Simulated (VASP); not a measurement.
Wanted: the native input for a VASP 6.6.1 run.

* Task: relaxation of cell and atoms
* Functional: revPBE
* Potentials or basis: VASP PAW PBE potentials, release 64 (Fe)
* Cutoff: 600 eV
* k mesh: 13 × 13 × 13
* Occupations: fermi-dirac, width 0.05 eV
* Spin: collinear spin, ferromagnetic start
* Starting moments: [3.0] μB
* Dipole correction: no
* Further INCAR settings: ALGO = Normal; EDIFF = 1e-06; IBRION = 2; EDIFFG = -0.005; NSW = 80; ISIF = 3

The structure of Fe lies in POSCAR:

```
Fe
1.0
   -1.4430000000      1.4430000000      1.4430000000
    1.4430000000     -1.4430000000      1.4430000000
    1.4430000000      1.4430000000     -1.4430000000
Fe
1
Direct
    0.0000000000      0.0000000000      0.0000000000
```

The input as run:

INCAR

```
SYSTEM = Fe
PREC = Accurate
ENCUT = 600
EDIFF = 1E-6
ISMEAR = -1
SIGMA = 0.05
LREAL = .False.
LASPH = .True.
NELM = 150
ALGO = Normal
ISIF = 3
LWAVE = .False.
LCHARG = .False.
ISPIN = 2
MAGMOM = 3
LORBIT = 11
LMAXMIX = 4
GGA = RE
IBRION = 2
NSW = 80
EDIFFG = -0.005
```

KPOINTS

```
Automatic mesh
0
Gamma
  13 13 13
  0 0 0
```

Potentials or basis: VASP PAW PBE potentials, release 64 (Fe).

The run is started by

```console
$ cat potpaw_PBE.64/Fe/POTCAR > POTCAR
$ mpirun -np 1 vasp_std > vasp.out
```

It gave:

The relaxed volume is 11.58 Å³/atom and the relaxed cell is a = 2.469 Å, b = 2.469 Å, c = 2.469 Å, α = 109.47°, β = 109.47°, γ = 109.47°. The space group after relaxing (to 0.05 Å) is Im-3m (No. 229). The energy gained by relaxing is 6.8 meV/atom and the ionic steps are 6. The pressure after relaxing is 0.0 GPa, the net moment is 2.20 μB per cell and the site moments are Fe +2.20 μB. The valence electrons inside the program's atomic spheres are Fe 7.22.

Caveat: the PAW data sets were made with another functional, which shifts forces and pressure a little.

Wall time 36 s on 1 thread of AMD EPYC 9R45 96-Core Processor (Zen 5), on a shared host, peak memory 0.12 GiB.
